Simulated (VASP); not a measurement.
Input of a VASP 6.6.1 run:

INCAR

```
SYSTEM = Cu
ALGO = Normal ; EDIFF = 1E-6
EDIFFG = -0.005 ; ENCUT = 600
GGA = PS ; IBRION = 2
ISIF = 3 ; ISMEAR = -1
LASPH = .True. ; LCHARG = .False.
LREAL = .False. ; LWAVE = .False.
NELM = 100 ; NSW = 80
PREC = Accurate ; PSTRESS = 300.0
SIGMA = 0.05
```

Contents of KPOINTS:

```
k-points
0
Gamma
  13 13 13
  0 0 0
```

POSCAR

```
Cu
1.0
   -1.4427933200      1.4427933200      1.3760814500
    1.4427933200     -1.4427933200      1.3760814500
    1.4427933200      1.4427933200     -1.3760814500
Cu
1
Direct
    0.0000000000      0.0000000000      0.0000000000
```

Potentials or basis: VASP PAW PBE potentials, release 64 (Cu).

Launch:

```bash
$ cat potpaw_PBE.64/Cu/POTCAR > POTCAR
$ mpirun -np 1 vasp_std > vasp.out
```

Estimate the space group after relaxing (to 0.05 Å).

Im-3m (No. 229).

Predict the relaxed cell.

a = 2.350 Å, b = 2.350 Å, c = 2.350 Å, α = 109.39°, β = 109.39°, γ = 109.63°.

Estimate the relaxed volume.

9.99 Å³/atom.

The path:
| step | energy change (eV) | largest force (eV/Å) | pressure (GPa) | volume (Å³) |
| --- | --- | --- | --- | --- |
| 1 | 0.0000 | 0.0000 | -0.61 | 11.46 |
| 2 | 0.8834 | 0.0000 | 122.30 | 8.20 |
| 3 | 0.1036 | 0.0000 | 27.35 | 10.06 |
| 4 | 0.1158 | 0.0000 | 29.75 | 10.00 |
| 5 | 0.1211 | 0.0000 | 30.68 | 9.97 |
| 6 | 0.1108 | 0.0000 | 29.15 | 10.02 |
| 7 | 0.1130 | 0.0000 | 29.43 | 10.01 |
| 8 | 0.1137 | 0.0000 | 29.54 | 10.00 |
| 9 | 0.1163 | 0.0000 | 29.95 | 9.99 |
| 10 | 0.1229 | 0.0000 | 30.99 | 9.95 |
| 11 | 0.1207 | 0.0000 | 30.69 | 9.96 |
| 12 | 0.1128 | 0.0000 | 29.35 | 10.01 |
| 13 | 0.1165 | 0.0000 | 29.94 | 9.99 |

Caveat: the cell is relaxed towards a set pressure, so the enthalpy falls and the energy may rise; the PAW data sets were made with another functional, which shifts forces and pressure a little.
